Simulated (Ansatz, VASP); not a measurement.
## Two plane-wave programs on Ge

```
Ge
1.0
     0.00000    3.26558    2.12262
     3.26558    0.00000    2.12262
     3.26558    3.26558    0.00000
Ge
2
Direct
  0.50000 0.50000 0.50000
  0.75000 0.75000 0.75000
```

Alike in both runs: task single point; functional PBEsol; k mesh 16 × 16 × 16; occupations gaussian, width 0.15 eV; no spin polarisation.

```csv
,VASP,Ansatz
version,VASP 6.6.1,Ansatz 0.2.0
potentials or method,"VASP PAW PBE potentials, release 64 (Ge_d), cutoff 520 eV","scalar-relativistic, plane waves, PAW"
valence electrons in the cell,28,28
```

VASP gave:

| Property | Result |
| --- | --- |
| gap on the k mesh at the Fermi level (eV) | none |
| pressure (GPa) | -3.0 |
| traceless stress, the component that is largest in VASP (GPa) | 4.60 |

Which values does Ansatz return?

gap on the k mesh at the Fermi level (eV): none; pressure (GPa): -2.9; traceless stress, the component that is largest in VASP (GPa): 4.59.

VASP's potentials were made for PBE, not for PBEsol. A gap of «none» marks a metal or a gap that the smearing closes. The functional is the same, so the differences come from potentials, cutoffs and numerics.
